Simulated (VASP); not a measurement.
Set up this calculation in VASP 6.6.1, as the native input.

```
Task                   : single point
Functional             : RPBE
Potentials or basis    : VASP PAW PBE potentials, release 64 (P, B)
Cutoff                 : 520 eV
k mesh                 : 10 × 10 × 10
Occupations            : fermi-dirac, width 0.05 eV
Spin                   : no spin polarisation
Dipole correction      : no
Further INCAR settings : ALGO = Normal; EDIFF = 1e-06; NBANDS = 11
```

The structure of BP lies in POSCAR:

```
BP
1.0
    0.0000000000      2.2840269280      2.2840269280
    2.2840269280      0.0000000000      2.2840269280
    2.2840269280      2.2840269280      0.0000000000
P B
1 1
Direct
    0.7500000000      0.7500000000      0.7500000000
    0.0000000000      0.0000000000      0.0000000000
```

One way to write it, as run:

INCAR

```
PREC = Accurate
ENCUT = 520
EDIFF = 1E-6
ISMEAR = -1
SIGMA = 0.05
LREAL = F
LASPH = T
NELM = 80
ALGO = Normal
ISIF = 2
LWAVE = F
LCHARG = T
GGA = RP
LELF = T
LVHAR = T
NBANDS = 11
```

KPOINTS

```
Automatic mesh
0
Gamma
  10 10 10
```

Potentials or basis: VASP PAW PBE potentials, release 64 (P, B).

Run with:

```sh
$ cat potpaw_PBE.64/P/POTCAR potpaw_PBE.64/B/POTCAR > POTCAR
$ mpirun -np 1 vasp_std > vasp.out
```

It gave:

```json
{
 "Pressure": "0.3 GPa",
 "Band gap on the k mesh": "1.28 eV, indirect (least direct gap 3.37 eV)"
}
```

Caveat: the PAW data sets were made with another functional, which shifts forces and pressure a little.

Run time: 22 s on 1 thread of AMD EPYC 7R13, on a shared host, peak memory 0.11 GiB.
